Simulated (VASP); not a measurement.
# Si (Fm-3m) in VASP: further runs

Runs on Si. Level: PBE. Tasks: relaxation of cell and atoms, single point.

All numbers are computed with VASP 6.6.1; they aren't measurements. Logs are shortened: lines on timing, memory, paths and dates and some standing lists are left out, and cuts for length are marked.

**1. The cell of the first run**

The structure is cubic, space group Fm-3m (No. 225). The conventional cell has a = 4.000 Å, b = 4.000 Å, c = 4.000 Å, α = 90.00°, β = 90.00°, γ = 90.00°. Si (site symmetry m-3m) has 12 Si at 2.83 Å within 3.7 Å.

**2. Relaxation of cell and atoms, PBE**

Input file INCAR:

```
ALGO = Normal
EDIFF = 1E-6
EDIFFG = -0.005
ENCUT = 600
GGA = PE
IBRION = 2
ISIF = 3
ISMEAR = -1
LASPH = True
LCHARG = False
LREAL = False
LWAVE = False
NELM = 100
NSW = 60
PREC = Accurate
SIGMA = 0.05
```

Input file KPOINTS:

```
k-points
0
Gamma
  18 18 18
```

Input file POSCAR:

```
Si
1.0
    0.0000000000      2.0000000000      2.0000000000
    2.0000000000      0.0000000000      2.0000000000
    2.0000000000      2.0000000000      0.0000000000
Si
1
Direct
    0.0000000000      0.0000000000      0.0000000000
```

Potentials or basis: VASP PAW PBE potentials, release 64 (Si).

Command:

```sh
> cat potpaw_PBE.64/Si/POTCAR > POTCAR
> mpirun -np 1 vasp_std > vasp.out
```

OUTCAR:

```text
EDIFF = 1E-6
   EDIFFG = -0.005
   ENCUT = 600
   GGA = PE
   IBRION = 2
   ISIF = 3
   ISMEAR = -1
   LASPH = True
   LREAL = False
   NELM = 100
   NSW = 60
   PREC = Accurate

 ion  position               nearest neighbor table
   1  0.000  0.000  0.000-

  LATTYP: Found a face centered cubic cell.
 ALAT       =     4.0000000000

  Lattice vectors:

 A1 = (   0.0000000000,   2.0000000000,   2.0000000000)
 A2 = (   2.0000000000,   0.0000000000,   2.0000000000)
 A3 = (   2.0000000000,   2.0000000000,   0.0000000000)

Analysis of symmetry for initial positions (statically):
=====================================================================
 Subroutine PRICEL returns:
 Original cell was already a primitive cell.

 Routine SETGRP: Setting up the symmetry group for a
 face centered cubic supercell.

 Subroutine GETGRP returns: Found 48 space group operations
 (whereof 48 operations were pure point group operations)
 out of a pool of 48 trial point group operations.

The static configuration has the point symmetry O_h .

Analysis of symmetry for dynamics (positions and initial velocities):
=====================================================================
 Subroutine PRICEL returns:
 Original cell was already a primitive cell.

 Routine SETGRP: Setting up the symmetry group for a
 face centered cubic supercell.

 Subroutine GETGRP returns: Found 48 space group operations
 (whereof 48 operations were pure point group operations)
 out of a pool of 48 trial point group operations.

The dynamic configuration has the point symmetry O_h .

 Subroutine INISYM returns: Found 48 space group operations
 (whereof 48 operations are pure point group operations),
 and found     1 'primitive' translations

----------------------------------------------------------------------------------------

                                     Primitive cell

  volume of cell :      16.0000

  direct lattice vectors                    reciprocal lattice vectors
     0.000000000  2.000000000  2.000000000    -0.250000000  0.250000000  0.250000000
     2.000000000  0.000000000  2.000000000     0.250000000 -0.250000000  0.250000000
     2.000000000  2.000000000  0.000000000     0.250000000  0.250000000 -0.250000000

  length of vectors
     2.828427125  2.828427125  2.828427125     0.433012702  0.433012702  0.433012702

  position of ions in fractional coordinates (direct lattice)
     0.000000000  0.000000000  0.000000000

  ion indices of the primitive-cell ions
   primitive index   ion index
                 1           1

----------------------------------------------------------------------------------------

 KPOINTS: k-points

Automatic generation of k-mesh.
 Grid dimensions read from file:
 generate k-points for:   18   18   18

 Generating k-lattice:

  Cartesian coordinates                     Fractional coordinates (reciprocal lattice)
    -0.013888889  0.013888889  0.013888889     0.055555556  0.000000000  0.000000000
     0.013888889 -0.013888889  0.013888889     0.000000000  0.055555556  0.000000000
     0.013888889  0.013888889 -0.013888889     0.000000000  0.000000000  0.055555556

  Length of vectors
     0.024056261  0.024056261  0.024056261

  Shift w.r.t. Gamma in fractional coordinates (k-lattice)
     0.000000000  0.000000000  0.000000000

 Subroutine IBZKPT returns following result:
 ===========================================

 Found    195 irreducible k-points:

 Following reciprocal coordinates:
            Coordinates               Weight
  0.000000  0.000000  0.000000      1.000000
  0.055556  0.000000  0.000000      8.000000
  0.111111  0.000000  0.000000      8.000000
  0.166667  0.000000  0.000000      8.000000
  0.222222  0.000000  0.000000      8.000000
  0.277778  0.000000  0.000000      8.000000
[... 16 lines left out ...]
 -0.277778  0.055556  0.000000     24.000000
 -0.222222  0.055556  0.000000     24.000000
 [... further k-points ...]
   k-points           NKPTS =    195   k-points in BZ     NKDIM =    195   number of bands    NBANDS=      6
   number of dos      NEDOS =    301   number of ions     NIONS =      1
   total plane-waves  NPLWV =  13824
   dimension x,y,z NGX =    24 NGY =   24 NGZ =   24
   dimension x,y,z NGXF=    48 NGYF=   48 NGZF=   48
   ions per type =               1
   NGX,Y,Z   is equivalent  to a cutoff of  14.11, 14.11, 14.11 a.u.
   NGXF,Y,Z  is equivalent  to a cutoff of  28.21, 28.21, 28.21 a.u.
 SYSTEM =  unknown system
   PREC   = accura    normal or accurate (medium, high low for compatibility)
   ISTART =      0    job   : 0-new  1-cont  2-samecut
   ICHARG =      2    charge: 1-file 2-atom 10-const
   ISPIN  =      1    spin polarized calculation?
   LNONCOLLINEAR =      F non collinear calculations
   LSORBIT =      F    spin-orbit coupling
   LASPH  =      T    aspherical Exc in radial PAW
   ENCUT  =  600.0 eV  44.10 Ry    6.64 a.u.   5.65  5.65  5.65*2*pi/ulx,y,z
   NELM   =    100;   NELMIN=  2; NELMDL= -5     # of ELM steps
   EDIFF  = 0.1E-05   stopping-criterion for ELM
   LREAL  =      F    real-space projection
   EDIFFG = -.5E-02   stopping-criterion for IOM
   NSW    =     60    number of steps for IOM
   IBRION =      2    ionic relax: 0-MD 1-quasi-New 2-CG
   NFREE  =      1    steps in history (QN), initial steepest desc. (CG)
   ISIF   =      3    stress and relaxation
   ISYM   =      2    0-nonsym 1-usesym 2-fastsym
   POTIM  = 0.5000    time-step for ionic-motion
   TEBEG  =    0.0;   TEEND  =   0.0 temperature during run
   PSTRESS=    0.0 pullay stress
   NELECT =       4.0000    total number of electrons
   NUPDOWN=      -1.0000    fix difference up-down
   EMIN   =  10.00;   EMAX   =-10.00  energy-range for DOS
   EFERMI =   0.00;   METHOD = LEGACY
   ISMEAR =    -1;   SIGMA  =   0.05  broadening in eV -4-tet -1-fermi 0-gaus
   EFERMI_NEDOS =   21; number of points for ismear=-14 and -15
   IALGO  =     38    algorithm
   IMIX   =      4    mixing-type and parameters
     AMIX     =   0.40;   BMIX     =  1.00
     AMIX_MAG =   1.60;   BMIX_MAG =  1.00
  volume/ion in A,a.u.               =      16.00       107.97
  Fermi-wavevector in a.u.,A,eV,Ry     =   1.031307  1.948889 14.471090  1.063595
  Thomas-Fermi vector in A             =   2.165449
   LORBIT       =      0    0 simple, 1 ext, 2 COOP (PROOUT), +10 PAW based schemes
   GGA     = PE    functional components
   LHFCALC =     F    Hartree Fock is set to
   AEXX    =    0.0000 exact exchange contribution
   IVDW    =     0    specifies the selected vdW correction
   LEPSILON=     F    determine dielectric tensor
   LRPA    =     F    only Hartree local field effects (RPA)
 conjugate gradient relaxation of ions
 non-spin polarized calculation
  energy-cutoff  :      600.00
  volume of cell :       16.00
 maximum number of plane-waves:       547
   NGX = 11   NGY = 11   NGZ = 11

--------------------------------------- Ionic step        1  -------------------------------------------

 number of electron       4.0000000 magnetization

 Free energy of the ion-electron system (eV)
  ---------------------------------------------------
  ext. energy  EPLUGINS =         0.00000000
  ---------------------------------------------------
  free energy    TOTEN  =        -4.85760401 eV

  energy without entropy =       -4.85422400  energy(sigma->0) =       -4.85591401

 E-fermi :   8.8995     XC(G=0): -10.7922

 val. band max:        8.8942974446   @ k =  -0.2222   0.1667   0.0556
 cond. band min:       8.9157578882   @ k =  -0.3333   0.2778   0.0556
 fundamental gap:      0.0214604437
 Fermi energy:         8.8995380315

 k-point     1 :       0.0000    0.0000    0.0000
  band No.  band energies     occupation
      1      -4.6624      2.00000
      2      18.8629      0.00000
      3      18.8629      0.00000
      4      18.8629      0.00000
      5      20.4395      0.00000
      6      20.4395      0.00000

 k-point     2 :       0.0556    0.0000    0.0000
  band No.  band energies     occupation
      1      -4.5786      2.00000
      2      17.5938      0.00000
      3      18.5443      0.00000
      4      18.5443      0.00000
      5      20.8569      0.00000
      6      20.8569      0.00000
[... 255 lines left out ...]
 POSITION                                       TOTAL-FORCE (eV/Angst)
 -----------------------------------------------------------------------------------
      0.00000      0.00000      0.00000         0.000000      0.000000      0.000000
 -----------------------------------------------------------------------------------
    total drift:                                0.000000     -0.000000     -0.000000

  FREE ENERGIE OF THE ION-ELECTRON SYSTEM (eV)
  ---------------------------------------------------
  free  energy   TOTEN  =        -4.8912527134 eV

  energy  without entropy=       -4.8881140171  energy(sigma->0) =       -4.88968337

--------------------------------------- Ionic step        3  -------------------------------------------

 number of electron       4.0000000 magnetization

 Free energy of the ion-electron system (eV)
  ---------------------------------------------------
  ext. energy  EPLUGINS =         0.00000000
  ---------------------------------------------------
  free energy    TOTEN  =        -4.89131376 eV

  energy without entropy =       -4.88819791  energy(sigma->0) =       -4.88975583

 E-fermi :  10.1670     XC(G=0): -11.1763

 val. band max:       10.1412581317   @ k =  -0.3889   0.3333   0.1111
 cond. band min:      10.2102289610   @ k =  -0.3333   0.2778   0.0556
 fundamental gap:      0.0689708294
 Fermi energy:        10.1670284069

 k-point     1 :       0.0000    0.0000    0.0000
  band No.  band energies     occupation
      1      -4.3012      2.00000
      2      21.1956      0.00000
      3      21.1956      0.00000
      4      21.1956      0.00000
      5      22.0211      0.00000
      6      22.0211      0.00000

 k-point     2 :       0.0556    0.0000    0.0000
  band No.  band energies     occupation
      1      -4.2116      2.00000
      2      19.5232      0.00000
      3      20.6804      0.00000
      4      20.6804      0.00000
      5      22.6476      0.00000
      6      22.6476      0.00000
[... 220 lines left out ...]
 POSITION                                       TOTAL-FORCE (eV/Angst)
 -----------------------------------------------------------------------------------
      0.00000      0.00000      0.00000         0.000000      0.000000      0.000000
 -----------------------------------------------------------------------------------
    total drift:                                0.000000     -0.000000     -0.000000

  FREE ENERGIE OF THE ION-ELECTRON SYSTEM (eV)
  ---------------------------------------------------
  free  energy   TOTEN  =        -4.8913137555 eV

  energy  without entropy=       -4.8881979086  energy(sigma->0) =       -4.88975583

 reached required accuracy - stopping structural energy minimisation
```

Run time: 12 s. Hardware: 1 thread of Intel Xeon Platinum 8488C (Sapphire Rapids), shared host; peak memory 0.15 GiB.

What came out:

```yaml
Free_energy: -4.8913 eV
Relaxed_volume: 14.54 Å³/atom
Relaxed_cell: a = 2.739 Å, b = 2.739 Å, c = 2.739 Å, α = 60.00°, β = 60.00°, γ = 60.00°
Space_group_after_relaxing_to_0.05_Å: Fm-3m (No. 225)
Energy_gained_by_relaxing: 33.7 meV/atom
Ionic_steps: 3
Pressure_after_relaxing: 0.0 GPa
Band_gap_on_the_k_mesh: zero (band 2 reaches 21.20 eV, above the bottom of band 3 at 7.23 eV)
```

The path:
```csv
step,energy change (eV),largest force (eV/Å),pressure (GPa),volume (Å³)
1,0.0000,0.0000,-6.79,16.00
2,-0.0336,0.0000,0.34,14.48
3,-0.0337,0.0000,0.01,14.54
```

Final structure:
```
Si
1.0
     0.00000    1.93704    1.93704
     1.93704    0.00000    1.93704
     1.93704    1.93704    0.00000
Si
1
Direct
  0.00000 0.00000 0.00000
```

Levels at points of the mesh, in eV from the Fermi level:
```tsv
k point	band 1	band 2	band 3	band 4	band 5	band 6
(0.00, 0.00, 0.00)	-14.47	11.03	11.03	11.03	11.85	11.85
(0.50, 0.00, 0.00)	-7.66	-6.98	8.46	8.46	10.78	10.78
(0.50, 0.50, 0.00)	-5.39	-4.57	3.12	3.12	4.35	6.72
```

**3. Single point, PBE (volume scaled by 0.45)**

Input file INCAR:

```
ALGO = Normal
EDIFF = 1E-7
ENCUT = 520
GGA = PE
ISIF = 2
ISMEAR = -1
LASPH = True
LCHARG = True
LELF = True
LREAL = False
LVHAR = True
LWAVE = False
NBANDS = 8
NELM = 60
PREC = Accurate
SIGMA = 0.05
```

KPOINTS is that of step 2.

Input file POSCAR:

```
Si
1.0
    0.0000000000      1.4846645054      1.4846645054
    1.4846645054      0.0000000000      1.4846645054
    1.4846645054      1.4846645054      0.0000000000
Si
1
Direct
    0.0000000000      0.0000000000      0.0000000000
```

Potentials or basis: VASP PAW PBE potentials, release 64 (Si).

Command:

```sh
> cat potpaw_PBE.64/Si/POTCAR > POTCAR
> mpirun -np 1 vasp_std > vasp.out
```

Run time: 6.6 s. Hardware: 1 thread of Intel Xeon 8259CL, shared host; peak memory 0.12 GiB.

Results (log left out):

```
Free energy            : -0.3369 eV
Pressure               : 382.0 GPa
Band gap on the k mesh : zero (band 2 reaches 40.08 eV, above the bottom of band 3 at 18.87 eV)
```

Levels at points of the mesh, in eV from the Fermi level:
| k point | band 1 | band 2 | band 3 | band 4 | band 5 | band 6 |
| --- | --- | --- | --- | --- | --- | --- |
| (0.00, 0.00, 0.00) | -23.39 | 15.97 | 15.97 | 15.97 | 23.41 | 24.74 |
| (0.50, 0.00, 0.00) | -12.83 | -10.56 | 13.88 | 13.88 | 19.57 | 19.57 |
| (0.50, 0.50, 0.00) | -9.41 | -6.73 | 2.45 | 7.25 | 7.25 | 17.56 |

Caveat: the cell differs from its parent crystal (volume scaled by 0.45).
